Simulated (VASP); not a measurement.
HgTe (rocksalt type):

```xyz
2
Lattice="0.0000 2.9784 2.9784 2.9784 0.0000 2.9784 2.9784 2.9784 0.0000" Properties=species:S:1:pos:R:3 pbc="T T T"
Hg    0.0000    0.0000    0.0000
Te    2.9784    2.9784    2.9784
```

```yaml
Program: VASP 6.6.1
Task: relaxation of cell and atoms
Functional: PBEsol
Potentials_or_basis: VASP PAW PBE potentials, release 64 (Hg, Te)
Cutoff: 600 eV
k_mesh: 11 × 11 × 11
Occupations: fermi-dirac, width 0.1 eV
Spin: no spin polarisation
```

At the start: pressure 1.8 GPa; volume 26.42 Å³/atom.

Problem. How do energy, volume and symmetry change on relaxing?

Solution. Over 3 steps the energy falls by 4.1 meV/atom and the volume is 27.17 Å³/atom (+2.8 %); space group Fm-3m (No. 225, to 0.1 Å) before and after.

The path:
| step | energy change (eV) | largest force (eV/Å) | pressure (GPa) | volume (Å³) |
| --- | --- | --- | --- | --- |
| 1 | 0.0000 | 0.0000 | 1.79 | 52.84 |
| 2 | -0.0061 | 0.0000 | -0.82 | 55.13 |
| 3 | -0.0082 | 0.0000 | 0.00 | 54.34 |

Final structure:
```cif
data_structure
_symmetry_space_group_name_H-M 'P 1'
_symmetry_Int_Tables_number 1
_cell_length_a 4.2516
_cell_length_b 4.2516
_cell_length_c 4.2516
_cell_angle_alpha 60.000
_cell_angle_beta 60.000
_cell_angle_gamma 60.000
_cell_volume 54.34
loop_
_atom_site_label
_atom_site_type_symbol
_atom_site_fract_x
_atom_site_fract_y
_atom_site_fract_z
_atom_site_occupancy
Hg1 Hg 0.00000 0.00000 0.00000 1
Te1 Te 0.50000 0.50000 0.50000 1
```

Caveat: the PAW data sets were made with another functional, which shifts forces and pressure a little.
